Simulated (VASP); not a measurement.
Runs of VASP 6.6.1 on ZrB. The structure is that of space group I4/mmm (No. 139), or close to it. The cells are those of the table. 

```tsv
cell	gap on the mesh (eV)	pressure (GPa)
a = 3.494, b = 3.494, c = 3.013 Å, angles 64.5, 64.5, 51.1°, 2 atoms	none	46.1
a = 3.203, b = 3.203, c = 3.572 Å, angles 56.1, 56.1, 67.8°, 2 atoms	none	(b)
a = 3.348, b = 3.348, c = 3.185 Å, angles 61.6, 61.6, 56.8°, 2 atoms	none	32.1
a = 3.248, b = 3.248, c = 3.381 Å, angles 58.6, 58.6, 62.7°, 2 atoms	none	30.7
a = 3.587, b = 3.587, c = 2.929 Å, angles 65.9, 65.9, 48.2°, 2 atoms	none	(a)
```

Alike in all rows: task single point; level PBEsol; potentials or basis VASP PAW PBE potentials, release 64 (Zr_sv, B); no spin polarisation; k mesh 20 × 20 × 20; cutoff (eV) 520; smearing gaussian 0.15 eV.

Problem. Fill in the values left out.

Solution. (a) 58.9; (b) 40.4.

Caveats: the PAW data sets were made with another functional, which shifts forces and pressure a little; an odd number of electrons without spin polarisation forces a metal; a magnetic or distorted state may lie lower; the stress differs along the axes, from -21 to 79 GPa (at least some runs); the stress differs along the axes, from 4 to 114 GPa (at least some runs); the stress differs along the axes, from 3 to 47 GPa (at least some runs); the stress differs along the axes, from 18 to 56 GPa (at least some runs).

A k mesh can miss the band edges, and the runs leave out spin-orbit coupling on Zr.

A gap of «none» marks levels without a gap at the run's occupations.
